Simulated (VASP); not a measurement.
Write the native input for VASP 6.6.1 that does the following.

```
Task                   : relaxation of cell and atoms
Functional             : PBE
Potentials or basis    : VASP PAW PBE potentials, release 64 (Sn_d, Te)
Cutoff                 : 600 eV
k mesh                 : 6 × 6 × 1
Occupations            : gaussian, width 0.1 eV
Spin                   : no spin polarisation
Dipole correction      : no
Further INCAR settings : ALGO = Normal; EDIFF = 1e-06; IBRION = 2; EDIFFG = -0.04; NSW = 90; ISIF = 3
```

The structure of SnTe lies in POSCAR:

```
SnTe
1.0
    4.1236642900      0.0000000000      0.0000000000
   -2.0618321500      3.5711980400      0.0000000000
    0.0000000000      0.0000000000     17.5426479900
Sn Te
4 4
Direct
    0.3333333300      0.6666666700      0.1770000000
    0.6666666700      0.3333333300      0.6770000000
    0.3333333300      0.6666666700      0.3230000000
    0.6666666700      0.3333333300      0.8230000000
    0.3333333300      0.6666666700      0.6000000200
    0.6666666700      0.3333333300      0.1000000200
    0.3333333300      0.6666666700      0.8999999800
    0.6666666700      0.3333333300      0.3999999800
```

The cell was generated, and may not be a known phase.

One way to write it, as run:

INCAR

```
ALGO = Normal
EDIFF = 1E-6
EDIFFG = -0.04
ENCUT = 600
GGA = PE
IBRION = 2
ISIF = 3
ISMEAR = 0
LASPH = True
LCHARG = False
LREAL = False
LWAVE = False
NELM = 100
NSW = 90
PREC = Accurate
SIGMA = 0.1
```

KPOINTS

```
k-points
0
Gamma
  6 6 1
```

Potentials or basis: VASP PAW PBE potentials, release 64 (Sn_d, Te).

The run is started by

```console
$ cat potpaw_PBE.64/Sn_d/POTCAR potpaw_PBE.64/Te/POTCAR > POTCAR
$ mpirun -np 1 vasp_std > vasp.out
```

It gave:

The relaxed volume is 46.12 Å³/atom and the relaxed cell is a = 4.211 Å, b = 4.211 Å, c = 24.024 Å, α = 90.00°, β = 90.00°, γ = 120.00°. The space group after relaxing (to 0.1 Å) is P6_3/mmc (No. 194) and the energy gained by relaxing is 586.0 meV/atom. The ionic steps are 12, the pressure after relaxing is 0.0 GPa and the largest force after relaxing is 0.038 eV/Å. The band gap on the k mesh is 0.92 eV (least direct gap 1.13 eV).

Caveat: the volume moved by over 15 % at a fixed basis, so the end points are rough; spin-orbit coupling is left out, which moves the levels of the heavy elements; this functional lacks dispersion, which binds layers or chains, so the pressure and a relaxed spacing across them are unreliable.

It took 12 min on 1 thread of Intel(R) Xeon(R) 6975P-C (Granite Rapids), with other jobs on the host, peak memory 0.51 GiB.
